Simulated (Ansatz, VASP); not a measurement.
# One calculation of CdS, two programs

File INCAR:

```
PREC = Accurate ; ENCUT = 520
EDIFF = 1E-7 ; ISMEAR = 0
SIGMA = 0.02 ; LREAL = F
LASPH = T ; NELM = 60
ALGO = Normal ; ISIF = 2
LWAVE = F ; LCHARG = F
GGA = PS ; IBRION = 2
NSW = 60 ; EDIFFG = -0.002
```

KPOINTS

```
regular mesh
0
Gamma
  6 6 4
```

POSCAR

```
CdS
1.0
    4.1662911592      0.0000000000      0.0000000000
   -2.0831455796      3.6081139834      0.0000000000
    0.0000000000      0.0000000000      6.6440435932
Cd S
2 2
Direct
    0.3333333333      0.6666666667     -0.0019109523
    0.6666666667      0.3333333333      0.4980890477
    0.3333333333      0.6666666667      0.3789109523
    0.6666666667      0.3333333333      0.8789109523
```

Input for Ansatz:

```yaml
crystal:
  lattice:
    - [4.1662911592, 0.0, 0.0]
    - [-2.0831455796, 3.6081139834, 0.0]
    - [0.0, 0.0, 6.6440435932]
  atoms:
    - { symbol: Cd, position: [0.3333333333, 0.6666666667, -0.0019109523] }
    - { symbol: Cd, position: [0.6666666667, 0.3333333333, 0.4980890477] }
    - { symbol: S, position: [0.3333333333, 0.6666666667, 0.3789109523] }
    - { symbol: S, position: [0.6666666667, 0.3333333333, 0.8789109523] }
basis:
  ecutwfc: 420
kpoints:
  mp_grid: { grid: [6, 6, 4] }
hamiltonian:
  xc: pbesol
  pseudopotentials: { kind: paw, azcp: { folder: soft_1 } }
scf:
  occupations: { method: gaussian, width: 0.02 }
output:
  forces: true
  stress: true
  eigenvalues: true
relax:
  adjacent_minimum: "off"
  f_tol: 0.002
  max_steps: 40
```

Change from the starting cell: strained cell.

Alike in both runs: task relaxation of the atoms; functional PBEsol; k mesh 6 × 6 × 4; occupations gaussian, width 0.02 eV; no spin polarisation.

|  | VASP | Ansatz |
| --- | --- | --- |
| version | VASP 6.6.1 | Ansatz 0.2.0 |
| potentials or method | VASP PAW PBE potentials, release 64 (Cd, S), cutoff 520 eV | scalar-relativistic, plane waves, PAW |
| valence electrons in the cell | 36 | 52 |

```csv
,VASP,Ansatz,Ansatz less VASP
"gap on the k mesh at the Fermi level, each at its own relaxed structure (eV)",1.09,1.09,-0.003
```

VASP's potentials were made for PBE, not for PBEsol, and Ansatz warns of the same on its side. VASP's potentials hold 36 valence electrons a cell and Ansatz's 52, so a difference there can come from the potentials and not from the codes. Ansatz's warnings: stress scf threshold loose.
